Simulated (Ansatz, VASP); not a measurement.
# I: VASP beside Ansatz

File INCAR:

```
SYSTEM = I
PREC = Accurate
ENCUT = 600
EDIFF = 1E-6
ISMEAR = -1
SIGMA = 0.05
LREAL = .False.
LASPH = .True.
NELM = 80
ALGO = Normal
ISIF = 3
LWAVE = .False.
LCHARG = .False.
GGA = PE
IVDW = 13
IBRION = 2
NSW = 60
EDIFFG = -0.01
```

File KPOINTS:

```
Automatic mesh
0
Gamma
  7 7 3
  0 0 0
```

Contents of POSCAR:

```
I
1.0
    3.6350350000     -2.3950200000      0.0000000000
    3.6350350000      2.3950200000      0.0000000000
    0.0000000000      0.0000000000      9.7934400000
I
4
Direct
    0.6493000000      0.3507000000      0.3844000000
    0.1493000000      0.8507000000      0.1156000000
    0.3507000000      0.6493000000      0.6156000000
    0.8507000000      0.1493000000      0.8844000000
```

input.yaml

```yaml
crystal:
  lattice:
    - [3.635035, -2.39502, 0.0]
    - [3.635035, 2.39502, 0.0]
    - [0.0, 0.0, 9.79344]
  atoms:
    - { symbol: I, position: [0.6493, 0.3507, 0.3844] }
    - { symbol: I, position: [0.1493, 0.8507, 0.1156] }
    - { symbol: I, position: [0.3507, 0.6493, 0.6156] }
    - { symbol: I, position: [0.8507, 0.1493, 0.8844] }
hamiltonian:
  xc: pbe
  pseudopotentials: { kind: paw }
  dispersion: d4
kpoints:
  mp_grid: { grid: [7, 7, 3] }
scf:
  occupations: { method: fermi_dirac, width: 0.05 }
output:
  forces: true
  stress: true
relax:
  f_tol: 0.01
  max_steps: 40
  cell: { stress_tol: 0.05 }
```

Alike in both runs: task relaxation of cell and atoms; functional PBE; dispersion D4; k mesh 7 × 7 × 3; occupations fermi-dirac, width 0.05 eV; no spin polarisation.

|  | VASP | Ansatz |
| --- | --- | --- |
| version | VASP 6.6.1 | Ansatz 0.2.0 |
| potentials or method | VASP PAW PBE potentials, release 64 (I) | Ansatz PAW |
| plane-wave cutoff (eV) | 600 | 420 |
| valence electrons in the cell | 28 | 68 |

VASP gave:

```
relaxed volume (Å³/atom)                                                      : 39.38
relaxed length of the cell vector where the two differ most in proportion (Å) : 4.283
```

Which values does Ansatz return?

Relaxed volume (Å³/atom): 39.29; relaxed length of the cell vector where the two differ most in proportion (Å): 4.275.

VASP's potentials hold 28 valence electrons a cell and Ansatz's 68, so a difference there can come from the potentials and not from the codes.

Neither program's run includes spin-orbit coupling. Noted on Ansatz's run: odd divisions of the mesh miss points on the zone boundary, where band edges often lie, so the gap on the mesh can be too wide; the plane-wave basis is chosen anew once the cell has moved, so the energies of steps on either side of that aren't comparable.
